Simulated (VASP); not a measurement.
# GdOs3 (Pm-3m) in VASP: single point with PBE

Aim: the single point of GdOs3 with PBE.

Program: VASP 6.6.1. These are calculated values, not measurements. Logs are shortened: lines on timing, memory, paths and dates and some standing lists are left out, and cuts for length are marked.

## (1) The cell of the first run

It takes space group Pm-3m (No. 221, cubic). The conventional cell has a = 4.065 Å, b = 4.065 Å, c = 4.065 Å, α = 90.00°, β = 90.00°, γ = 90.00°. Gd (site symmetry m-3m) has 12 Os at 2.87 Å within 3.8 Å. Os (site symmetry 4/mmm) has 4 Gd at 2.87 Å and 8 Os at 2.87 Å within 3.8 Å.

## (2) Single point, PBE, collinear spin, ferromagnetic start

Input file POSCAR:

```
GdOs3
1.0
    4.0654842343      0.0000000000      0.0000000000
    0.0000000000      4.0654842343      0.0000000000
    0.0000000000      0.0000000000      4.0654842343
Gd Os
1 3
Direct
    0.0000000000      0.0000000000      0.0000000000
    0.0000000000      0.5000000000      0.5000000000
    0.5000000000      0.5000000000      0.0000000000
    0.5000000000      0.0000000000      0.5000000000
```

Input file INCAR.step1:

```
SYSTEM = GdOs3
PREC = Accurate
ENCUT = 520
EDIFF = 1E-6
ISMEAR = 0
SIGMA = 0.05
LREAL = .FALSE.
LASPH = .TRUE.
NELM = 150
ALGO = Normal
ISIF = 2
LWAVE = .FALSE.
LCHARG = .TRUE.
ISPIN = 2
MAGMOM = 7.49 0 0 0
LMAXMIX = 6
GGA = PE
NBANDS = 33
```

Input file KPOINTS.step1:

```
regular mesh
0
G
  8 8 8
  0 0 0
```

Input file INCAR.step2:

```
SYSTEM = GdOs3
PREC = Accurate
ENCUT = 520
EDIFF = 1E-6
ISMEAR = -5
SIGMA = 0.05
LREAL = .FALSE.
LASPH = .TRUE.
NELM = 150
ALGO = Normal
ISIF = 2
LWAVE = .FALSE.
LCHARG = .FALSE.
ISPIN = 2
MAGMOM = 7.49 0 0 0
LORBIT = 11
LMAXMIX = 6
GGA = PE
NBANDS = 33
NEDOS = 1001
ICHARG = 11
```

Input file KPOINTS.step2:

```
regular mesh
0
G
  12 12 12
  0 0 0
```

Potentials or basis: VASP PAW PBE potentials, release 64 (Gd, Os).

The run is started by

```console
$ cat potpaw_PBE.64/Gd/POTCAR potpaw_PBE.64/Os/POTCAR > POTCAR
$ cp INCAR.step1 INCAR
$ cp KPOINTS.step1 KPOINTS
$ mpirun -np 1 vasp_std > vasp.out
$ cp INCAR.step2 INCAR
$ cp KPOINTS.step2 KPOINTS
$ mpirun -np 1 vasp_std > vasp.out
```

OUTCAR:

```text
SYSTEM = GdOs3
   PREC = Accurate
   ENCUT = 520
   EDIFF = 1E-6
   ISMEAR = -5
   LREAL = .FALSE.
   LASPH = .TRUE.
   NELM = 150
   ISIF = 2
   ISPIN = 2
   LORBIT = 11
   GGA = PE
   ICHARG = 11

 ion  position               nearest neighbor table
   1  0.000  0.000  0.000-   2 2.87   3 2.87   4 2.87   2 2.87   4 2.87   2 2.87   3 2.87   2 2.87
                             3 2.87   4 2.87   4 2.87   3 2.87
   2  0.000  0.500  0.500-   1 2.87   3 2.87   4 2.87   1 2.87   3 2.87   1 2.87   4 2.87   1 2.87
                             3 2.87   4 2.87   3 2.87   4 2.87
   3  0.500  0.500  0.000-   1 2.87   2 2.87   4 2.87   2 2.87   4 2.87   1 2.87   4 2.87   4 2.87
                             1 2.87   2 2.87   2 2.87   1 2.87
   4  0.500  0.000  0.500-   1 2.87   2 2.87   3 2.87   1 2.87   3 2.87   2 2.87   3 2.87   3 2.87
                             1 2.87   2 2.87   1 2.87   2 2.87

  LATTYP: Found a simple cubic cell.
 ALAT       =     4.0654842343

  Lattice vectors:

 A1 = (   4.0654842343,   0.0000000000,   0.0000000000)
 A2 = (   0.0000000000,   4.0654842343,   0.0000000000)
 A3 = (   0.0000000000,   0.0000000000,   4.0654842343)

Analysis of symmetry for initial positions (statically):
=====================================================================
 Subroutine PRICEL returns:
 Original cell was already a primitive cell.

 Routine SETGRP: Setting up the symmetry group for a
 simple cubic supercell.

 Subroutine GETGRP returns: Found 48 space group operations
 (whereof 48 operations were pure point group operations)
 out of a pool of 48 trial point group operations.

The static configuration has the point symmetry O_h .

Analysis of symmetry for dynamics (positions and initial velocities):
=====================================================================
 Subroutine PRICEL returns:
 Original cell was already a primitive cell.

 Routine SETGRP: Setting up the symmetry group for a
 simple cubic supercell.

 Subroutine GETGRP returns: Found 48 space group operations
 (whereof 48 operations were pure point group operations)
 out of a pool of 48 trial point group operations.

The dynamic configuration has the point symmetry O_h .

Analysis of structural, dynamic, and magnetic symmetry:
=====================================================================
 Subroutine PRICEL returns:
 Original cell was already a primitive cell.

 Routine SETGRP: Setting up the symmetry group for a
 simple cubic supercell.

 Subroutine GETGRP returns: Found 48 space group operations
 (whereof 48 operations were pure point group operations)
 out of a pool of 48 trial point group operations.

The overall configuration has the point symmetry O_h .

 Subroutine INISYM returns: Found 48 space group operations
 (whereof 48 operations are pure point group operations),
 and found     1 'primitive' translations

----------------------------------------------------------------------------------------

                                     Primitive cell

  volume of cell :      67.1950

  direct lattice vectors                    reciprocal lattice vectors
     4.065484234  0.000000000  0.000000000     0.245973159  0.000000000  0.000000000
     0.000000000  4.065484234  0.000000000     0.000000000  0.245973159  0.000000000
     0.000000000  0.000000000  4.065484234     0.000000000  0.000000000  0.245973159

  length of vectors
     4.065484234  4.065484234  4.065484234     0.245973159  0.245973159  0.245973159

  position of ions in fractional coordinates (direct lattice)
     0.000000000  0.000000000  0.000000000
     0.000000000  0.500000000  0.500000000
     0.500000000  0.500000000  0.000000000
     0.500000000  0.000000000  0.500000000

  ion indices of the primitive-cell ions
   primitive index   ion index
                 1           1
                 2           2
                 3           3
                 4           4

----------------------------------------------------------------------------------------

 KPOINTS: regular mesh

Automatic generation of k-mesh.
 Grid dimensions read from file:
 generate k-points for:   12   12   12
[... 24 lines left out ...]
  0.083333  0.000000  0.000000      6.000000
  0.166667  0.000000  0.000000      6.000000
  0.250000  0.000000  0.000000      6.000000
  0.333333  0.000000  0.000000      6.000000
  0.416667  0.000000  0.000000      6.000000
[... 16 lines left out ...]
  0.333333  0.333333  0.000000     12.000000
  0.416667  0.333333  0.000000     24.000000
 [... further k-points ...]
   k-points           NKPTS =     84   k-points in BZ     NKDIM =     84   number of bands    NBANDS=     33
   number of dos      NEDOS =   1001   number of ions     NIONS =      4
   total plane-waves  NPLWV =  27000
   dimension x,y,z NGX =    30 NGY =   30 NGZ =   30
   dimension x,y,z NGXF=    60 NGYF=   60 NGZF=   60
   ions per type =               1   3
   NGX,Y,Z   is equivalent  to a cutoff of  12.27, 12.27, 12.27 a.u.
   NGXF,Y,Z  is equivalent  to a cutoff of  24.54, 24.54, 24.54 a.u.
 SYSTEM =  GdOs3
   PREC   = accura    normal or accurate (medium, high low for compatibility)
   ISTART =      0    job   : 0-new  1-cont  2-samecut
   ICHARG =     11    charge: 1-file 2-atom 10-const
   ISPIN  =      2    spin polarized calculation?
   LNONCOLLINEAR =      F non collinear calculations
   LSORBIT =      F    spin-orbit coupling
   LASPH  =      T    aspherical Exc in radial PAW
   ENCUT  =  520.0 eV  38.22 Ry    6.18 a.u.   7.56  7.56  7.56*2*pi/ulx,y,z
   NELM   =    150;   NELMIN=  2; NELMDL=  0     # of ELM steps
   EDIFF  = 0.1E-05   stopping-criterion for ELM
   LREAL  =      F    real-space projection
   EDIFFG = 0.1E-04   stopping-criterion for IOM
   NSW    =      0    number of steps for IOM
   IBRION =     -1    ionic relax: 0-MD 1-quasi-New 2-CG
   NFREE  =      0    steps in history (QN), initial steepest desc. (CG)
   ISIF   =      2    stress and relaxation
   ISYM   =      2    0-nonsym 1-usesym 2-fastsym
   POTIM  = 0.5000    time-step for ionic-motion
   TEBEG  =    0.0;   TEEND  =   0.0 temperature during run
   PSTRESS=    0.0 pullay stress
   NELECT =      42.0000    total number of electrons
   NUPDOWN=      -1.0000    fix difference up-down
   EMIN   =  10.00;   EMAX   =-10.00  energy-range for DOS
   EFERMI =   0.00;   METHOD = LEGACY
   ISMEAR =    -5;   SIGMA  =   0.05  broadening in eV -4-tet -1-fermi 0-gaus
   EFERMI_NEDOS =   21; number of points for ismear=-14 and -15
   IALGO  =     38    algorithm
   IMIX   =      4    mixing-type and parameters
     AMIX     =   0.40;   BMIX     =  1.00
     AMIX_MAG =   1.60;   BMIX_MAG =  1.00
  volume/ion in A,a.u.               =      16.80       113.36
  Fermi-wavevector in a.u.,A,eV,Ry     =   1.399734  2.645115 26.657303  1.959256
  Thomas-Fermi vector in A             =   2.522765
   LORBIT       =     11    0 simple, 1 ext, 2 COOP (PROOUT), +10 PAW based schemes
   GGA     = PE    functional components
   LHFCALC =     F    Hartree Fock is set to
   AEXX    =    0.0000 exact exchange contribution
   IVDW    =     0    specifies the selected vdW correction
   LEPSILON=     F    determine dielectric tensor
   LRPA    =     F    only Hartree local field effects (RPA)
 spin polarized calculation
 Fermi weights with tetrahedron method with Bloechl corrections
  energy-cutoff  :      520.00
  volume of cell :       67.19
 maximum number of plane-waves:      1856

 number of electron      41.9999985 magnetization       5.9444055

 Free energy of the ion-electron system (eV)
  ---------------------------------------------------
  ext. energy  EPLUGINS =         0.00000000
  ---------------------------------------------------
  free energy    TOTEN  =       -43.59635163 eV

  energy without entropy =      -43.59635163  energy(sigma->0) =      -43.59635163

 E-fermi :   6.4707     XC(G=0): -13.0905

 val. band max:        6.5734212340   @ k =   0.5000   0.5000   0.5000
 cond. band min:       6.3846604309   @ k =   0.5000   0.2500   0.1667
 fundamental gap:     -0.1887608031
 Fermi energy:         6.4707363273

 spin component 1

 k-point     1 :       0.0000    0.0000    0.0000
  band No.  band energies     occupation
      1     -36.6279      1.00000
      2     -14.1852      1.00000
      3     -14.1852      1.00000
      4     -14.1852      1.00000
      5      -1.6729      1.00000
      6       1.1957      1.00000
[... 853 lines left out ...]
     32      11.4372      0.00000
     33      11.9161      0.00000

 [... further k-points ...]

 spin component 2

 k-point     1 :       0.0000    0.0000    0.0000
  band No.  band energies     occupation
      1     -33.5820      1.00000
      2     -12.0942      1.00000
      3     -12.0942      1.00000
      4     -12.0942      1.00000
      5      -1.6314      1.00000
      6       1.1822      1.00000
[... 853 lines left out ...]
     32      11.9997      0.00000
     33      12.7097      0.00000

 [... further k-points ...]

------------------------ aborting loop because EDIFF is reached ----------------------------------------

  FORCE on cell =-STRESS in cart. coord.  units (eV):
  Direction    XX          YY          ZZ          XY          YZ          ZX
  --------------------------------------------------------------------------------------
  -------------------------------------------------------------------------------------
  Total        0.1010372      0.1010372      0.1010372      0.0000000     -0.0000000      0.0000000
  in kB        2.4091008      2.4091008      2.4091008      0.0000000     -0.0000000      0.0000000
  external PRESSURE =       2.4091008 kB  Pullay stress =       0.0000000 kB

 VOLUME and BASIS-vectors are now :
 -----------------------------------------------------------------------------
  energy-cutoff  :      520.00
  volume of cell :       67.19
      direct lattice vectors                 reciprocal lattice vectors
     4.065484234  0.000000000  0.000000000     0.245973159  0.000000000  0.000000000
     0.000000000  4.065484234  0.000000000     0.000000000  0.245973159  0.000000000
     0.000000000  0.000000000  4.065484234     0.000000000  0.000000000  0.245973159

 POSITION                                       TOTAL-FORCE (eV/Angst)
 -----------------------------------------------------------------------------------
      0.00000      0.00000      0.00000         0.000000      0.000000      0.000000
      0.00000      2.03274      2.03274         0.000000      0.000000      0.000000
      2.03274      2.03274      0.00000         0.000000      0.000000      0.000000
      2.03274      0.00000      2.03274         0.000000      0.000000      0.000000
 -----------------------------------------------------------------------------------
    total drift:                               -0.000000      0.000000     -0.000000

  FREE ENERGIE OF THE ION-ELECTRON SYSTEM (eV)
  ---------------------------------------------------
  free  energy   TOTEN  =       -43.5963516283 eV

  energy  without entropy=      -43.5963516283  energy(sigma->0) =      -43.59635163

 total charge

# of ion       s       p       d       f       tot
--------------------------------------------------
    1        2.068   5.639   0.772   7.013  15.492
    2        0.652   0.485   5.990   0.000   7.126
    3        0.652   0.485   5.990   0.000   7.126
    4        0.652   0.485   5.990   0.000   7.126
--------------------------------------------------
tot          4.023   7.094  18.741   7.013  36.871

 magnetization (x)

# of ion       s       p       d       f       tot
--------------------------------------------------
    1        0.004  -0.070   0.080   6.670   6.684
    2       -0.007   0.012  -0.321   0.000  -0.316
    3       -0.007   0.012  -0.321   0.000  -0.316
    4       -0.007   0.012  -0.321   0.000  -0.316
--------------------------------------------------
tot         -0.016  -0.034  -0.884   6.670   5.736
```

Wall time 4.3 min (1 thread of AMD EPYC 9R45 (Zen 5), shared host); peak memory 0.38 GiB.

What came out:

| Quantity | Value |
| --- | --- |
| Net moment | 5.94 μB per cell |
| Site moments | Gd +6.68; Os -0.32 μB |
| Valence electrons inside the program's atomic spheres | Gd 15.49; Os 7.13 |

Levels at points of the mesh, in eV from the Fermi level:
Spin up:
```csv
k point,band 22,band 23,band 24,band 25,band 26,band 27
"(0.00, 0.00, 0.00)",1.02,1.02,2.34,2.84,2.84,2.84
"(0.50, 0.00, 0.00)",-0.80,-0.76,0.01,0.24,0.24,1.38
"(0.50, 0.50, 0.00)",-1.57,-0.67,-0.65,-0.39,-0.39,0.33
"(0.50, 0.50, 0.50)",-0.48,-0.48,0.10,2.30,2.30,2.30
```
Spin down:
```csv
k point,band 15,band 16,band 17,band 18,band 19,band 20,band 21,band 22
"(0.00, 0.00, 0.00)",0.75,0.75,2.12,2.22,2.22,2.22,2.34,2.34
"(0.50, 0.00, 0.00)",-1.15,-1.02,-0.72,-0.30,-0.30,1.00,2.60,2.60
"(0.50, 0.50, 0.00)",-1.75,-0.86,-0.85,-0.85,-0.40,-0.29,0.18,2.49
"(0.50, 0.50, 0.50)",-0.64,-0.64,-0.21,2.08,2.08,2.08,2.16,2.16
```

Caveat: spin-orbit coupling is left out, which moves the levels of the heavy elements; semilocal functionals describe open f shells poorly, which spoils levels, moments and volumes.
